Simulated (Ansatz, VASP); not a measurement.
Given: the input of a run of Ansatz 0.2.0 on TiO2.

input.yaml

```yaml
crystal:
  lattice:
    - [2.6694614897, -2.6700740968, 0.0]
    - [2.6694614897, 2.6700740968, 0.0]
    - [-2.5979383801, 0.0, 4.7318096342]
  atoms:
    - { symbol: Ti, position: [0.86589, 0.13411, 0.75] }
    - { symbol: Ti, position: [0.13411, 0.86589, 0.25] }
    - { symbol: O, position: [0.088755, 0.331221, 0.167149] }
    - { symbol: O, position: [0.911245, 0.668779, 0.832851] }
    - { symbol: O, position: [0.668779, 0.911245, 0.332851] }
    - { symbol: O, position: [0.331221, 0.088755, 0.667149] }
hamiltonian:
  xc: pbe
  pseudopotentials: { kind: paw }
kpoints:
  mp_grid: { grid: [8, 8, 6] }
scf:
  occupations: { method: fermi_dirac, width: 0.05 }
output:
  forces: true
  stress: true
  eigenvalues: true
```

Potentials or basis: Ansatz PAW.

Run with:

```console
$ ansatz run input.yaml --threads 1 --pin off --max-ram 3584MiB --backend cpu --events-out ev --progress --plain --runs-dir out
```

Q: Translate it to VASP 6.6.1. Potentials there: VASP PAW PBE potentials, release 64 (Ti_sv, O).

A: As run (the cutoff follows the program's own potentials):

The input INCAR:

```
PREC     = Accurate       # precision mode
ENCUT    = 520            # plane-wave cutoff, eV
EDIFF    = 1E-7           # SCF threshold, eV
ISMEAR   = -1             # smearing method
SIGMA    = 0.05           # smearing width, eV
LREAL    = False          # projectors in reciprocal space
LASPH    = True           # aspherical terms in the spheres
NELM     = 60             # most SCF steps
ALGO     = Normal         # electronic algorithm
ISIF     = 2              # what is computed and relaxed
LWAVE    = False          # write WAVECAR
LCHARG   = False          # write CHGCAR
GGA      = PE             # functional
NBANDS   = 33             # bands
```

The input KPOINTS:

```
regular mesh
0
Gamma
  8 8 6
```

POSCAR

```
TiO2
1.0
    2.6694614897     -2.6700740968      0.0000000000
    2.6694614897      2.6700740968      0.0000000000
   -2.5979383801      0.0000000000      4.7318096342
Ti O
2 4
Direct
    0.8658900000      0.1341100000      0.7500000000
    0.1341100000      0.8658900000      0.2500000000
    0.0887550000      0.3312210000      0.1671490000
    0.9112450000      0.6687790000      0.8328510000
    0.6687790000      0.9112450000      0.3328510000
    0.3312210000      0.0887550000      0.6671490000
```

Potentials or basis: VASP PAW PBE potentials, release 64 (Ti_sv, O).

The run is started by

```sh
$ cat potpaw_PBE.64/Ti_sv/POTCAR potpaw_PBE.64/O/POTCAR > POTCAR
$ mpirun -np 1 vasp_std > vasp.out
```

Both were run:

|  | VASP | Ansatz | Ansatz less VASP |
| --- | --- | --- | --- |
| gap on the k mesh at the Fermi level (eV) | 2.14 | 2.17 | +0.024 |
| least direct gap on the mesh (eV) | 2.49 | 2.51 | +0.021 |
| pressure (GPa) | 8.0 | 7.2 | -0.73 |
| traceless stress, the component that is largest in VASP (GPa) | 0.74 | 0.69 | -0.055 |
| rms of the force components (eV/Å) | 0.076 | 0.063 | -0.0124 |

Atom by atom the forces differ by 0.013 eV/Å (rms over components).
